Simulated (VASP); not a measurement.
Crystal: Mn3Cu.

```
CELL_PARAMETERS angstrom
2.65325 0.00000 0.00000
-1.32662 2.29778 0.00000
0.00000 0.00000 8.45066
ATOMIC_POSITIONS crystal
Mn 0.33333 0.66667 0.00000
Mn 0.66667 0.33333 0.25000
Mn 0.66667 0.33333 0.75000
Cu 0.33333 0.66667 0.50000
```

```yaml
Program: VASP 6.6.1
Task: relaxation of cell and atoms
Functional: PBE
Potentials_or_basis: VASP PAW PBE potentials, release 64 (Mn_pv, Cu)
Cutoff: 600 eV
k_mesh: 6 × 6 × 2
Occupations: gaussian, width 0.1 eV
Spin: collinear spin, ferromagnetic start
Starting_moments: "[4.0, 4.0, 4.0, 0.0] μB"
```

At the start: pressure -2.2 GPa; volume 12.88 Å³/atom.

Task: Where does the relaxation end?

Result: Over 13 steps the energy falls by 261.9 meV/atom and the volume is 11.19 Å³/atom (-13.1 %); space group P-6m2 (No. 187, to 0.05 Å); moment 1.48 μB per cell.

The path:
```csv
step,energy change (eV),largest force (eV/Å),pressure (GPa),volume (Å³)
1,0.0000,0.2785,-2.20,51.52
2,-0.1232,0.4134,-8.33,50.20
3,-0.9711,0.5440,-4.48,46.32
4,-0.9610,0.4795,0.16,45.28
5,-0.9736,0.5240,-3.16,46.01
6,-0.9855,0.4465,-0.29,45.27
7,-0.9860,0.4243,0.56,45.08
8,-1.0041,0.3627,0.63,44.99
9,-1.0383,0.1711,1.02,44.73
10,-1.0161,0.3495,3.35,44.18
11,-1.0455,0.0680,1.44,44.58
12,-1.0459,0.0276,1.62,44.53
13,-1.0476,0.0310,0.47,44.77
```

Final structure:
```
Mn Cu
1.0
     2.49674    0.00000    0.00000
    -1.24837    2.16224    0.00000
     0.00000    0.00000    8.29290
Mn Cu
3 1
Cartesian
  0.0000 1.4415 0.0000
  1.2484 0.7207 1.9746
  1.2484 0.7207 6.3183
  0.0000 1.4415 4.1465
```

Caveat: the k points lie up to 0.48 Å⁻¹ apart in the final cell; the moment fell far below its start of 4 μB, so a state of higher moment may lie lower in energy.
